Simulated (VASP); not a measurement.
Input of a VASP 6.6.1 run:

INCAR

```
ALGO = Fast
EDIFF = 1E-6
ENCUT = 520
GGA = PE
ISIF = 2
ISMEAR = -1
LASPH = T
LCHARG = F
LREAL = F
LWAVE = F
NBANDS = 16
NELM = 80
PREC = Accurate
SIGMA = 0.05
```

Contents of KPOINTS:

```
k-points
0
Gamma
  8 8 8
```

The input POSCAR:

```
Rb
1.0
   -2.3947433466      2.3947433466      8.5448869893
    2.3947433466     -2.3947433466      8.5448869893
    2.3947433466      2.3947433466     -8.5448869893
Rb
2
Direct
    0.5000000000      0.5000000000      0.0000000000
    0.2500000000      0.7500000000      0.5000000000
```

Potentials or basis: VASP PAW PBE potentials, release 64 (Rb_sv).

Run with:

```bash
$ cat potpaw_PBE.64/Rb_sv/POTCAR > POTCAR
$ mpirun -np 1 vasp_std > vasp.out
```

Problem. What does it give for the band gap on the k mesh?

Solution. Zero (bands 9 and 10 overlap by 2.30 eV).

Problem. Estimate the pressure.

Solution. 0.0 GPa.
